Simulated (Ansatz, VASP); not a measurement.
## SiO2: VASP beside Ansatz

The input INCAR:

```
SYSTEM = SiO2
PREC = Accurate
ENCUT = 600
EDIFF = 1E-7
ISMEAR = 0
SIGMA = 0.1
LREAL = .False.
LASPH = .True.
NELM = 120
ALGO = Normal
ISIF = 3
LWAVE = .False.
LCHARG = .False.
GGA = PE
IBRION = 2
NSW = 90
EDIFFG = -0.04
GGA_COMPAT = .False.
NELMIN = 4
```

The input KPOINTS:

```
Automatic mesh
0
Gamma
  4 4 4
  0 0 0
```

Contents of POSCAR:

```
SiO2
1.0
    0.0000000000      3.5599999400      3.5599999400
    3.5599999400      0.0000000000      3.5599999400
    3.5599999400      3.5599999400      0.0000000000
Si O
2 4
Direct
    0.5000000000      0.5000000000      0.5000000000
    0.2500000000      0.2500000000      0.2500000000
    0.3595931800      0.9212204600      0.3595931800
    0.3595931800      0.3595931800      0.9212204600
    0.3595931800      0.3595931800      0.3595931800
    0.9212204600      0.3595931800      0.3595931800
```

Input for Ansatz:

```yaml
crystal:
  lattice:
    - [0.0, 3.55999994, 3.55999994]
    - [3.55999994, 0.0, 3.55999994]
    - [3.55999994, 3.55999994, 0.0]
  atoms:
    - { symbol: Si, position: [0.5, 0.5, 0.5] }
    - { symbol: Si, position: [0.25, 0.25, 0.25] }
    - { symbol: O, position: [0.35959318, 0.92122046, 0.35959318] }
    - { symbol: O, position: [0.35959318, 0.35959318, 0.92122046] }
    - { symbol: O, position: [0.35959318, 0.35959318, 0.35959318] }
    - { symbol: O, position: [0.92122046, 0.35959318, 0.35959318] }
basis:
  ecutwfc: 420
kpoints:
  mp_grid: { grid: [4, 4, 4] }
hamiltonian:
  xc: pbe
scf:
  occupations: { method: gaussian, width: 0.1 }
  lower_state_search: "off"
output:
  forces: true
  stress: true
  eigenvalues: true
relax:
  adjacent_minimum: "off"
  f_tol: 0.04
  max_steps: 70
  cell: { stress_tol: 0.4 }
```

Alike in both runs: task relaxation of cell and atoms; functional PBE; k mesh 4 × 4 × 4; occupations gaussian, width 0.1 eV; no spin polarisation.

|  | VASP | Ansatz |
| --- | --- | --- |
| version | VASP 6.6.1 | Ansatz 0.2.0 |
| potentials or method | VASP PAW PBE potentials, release 64 (Si, O), cutoff 600 eV | scalar-relativistic, plane waves, PAW |
| valence electrons in the cell | 32 | 32 |

|  | VASP | Ansatz | Ansatz less VASP |
| --- | --- | --- | --- |
| gap on the k mesh at the Fermi level, each at its own relaxed structure (eV) | 5.37 | 5.38 | +0.004 |
| relaxed volume (Å³/atom) | 17.29 | 17.28 | -0.010 |
| relaxed cell length with the largest relative difference (Å) | 5.275 | 5.273 | -0.0010 |
